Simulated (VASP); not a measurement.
**NiO: single point with PBE**

The system is NiO.

```
Ni O
1.0
     0.00000    2.11222    2.09131
     2.11222    0.00000    2.09131
     2.11222    2.11222    0.00000
Ni O
1 1
Direct
  0.00000 0.00000 0.00000
  0.50000 0.50000 0.50000
```

This cell differs from its parent crystal: x and y stretched by +1 %, z held.

| Property | Result |
| --- | --- |
| Program | VASP 6.6.1 |
| Task | single point |
| Functional | PBE |
| Potentials or basis | VASP PAW PBE potentials, release 64 (Ni, O) |
| Cutoff | 520 eV |
| k mesh | 17 × 17 × 17 |
| Occupations | fermi-dirac, width 0.03 eV |
| Spin | collinear spin, ferromagnetic start |
| Starting moments | [1.5, 0.0] μB |
| Dipole correction | no |
| Further INCAR settings | ALGO = Normal; EDIFF = 1e-07; NBANDS = 19 |

The pressure is 0.3 GPa. The net moment is 1.76 μB per cell and the site moments are Ni +1.45; O +0.27 μB. The valence electrons inside the program's atomic spheres are Ni 8.94; O 4.97.

Stress tensor (GPa, compression positive):
```
0.08 0.00 0.00
0.00 0.08 0.00
0.00 0.00 0.87
```

Levels at points of the mesh, in eV from the Fermi level:
Spin up:
```tsv
k point	band 7	band 8	band 9	band 10	band 11	band 12
(0.00, 0.00, 0.00)	-2.62	-2.62	-2.58	1.40	17.78	18.73
```
Spin down:
```tsv
k point	band 4	band 5	band 6	band 7	band 8	band 9	band 10	band 11
(0.00, 0.00, 0.00)	-2.37	-1.80	-1.80	-1.76	-0.56	-0.56	1.75	17.71
```

Run time: 7.2 min on 1 thread of Oxide Virtual Turin-like Processor, on a shared host, peak memory 0.3 GiB.

Caveat: the cell differs from its parent crystal (x and y stretched by +1 %, z held); a cell with one magnetic atom can't hold antiferromagnetic order, which such compounds often take; semilocal functionals often make such compounds metallic where correlation or magnetic order opens a gap, which also shifts bond lengths.
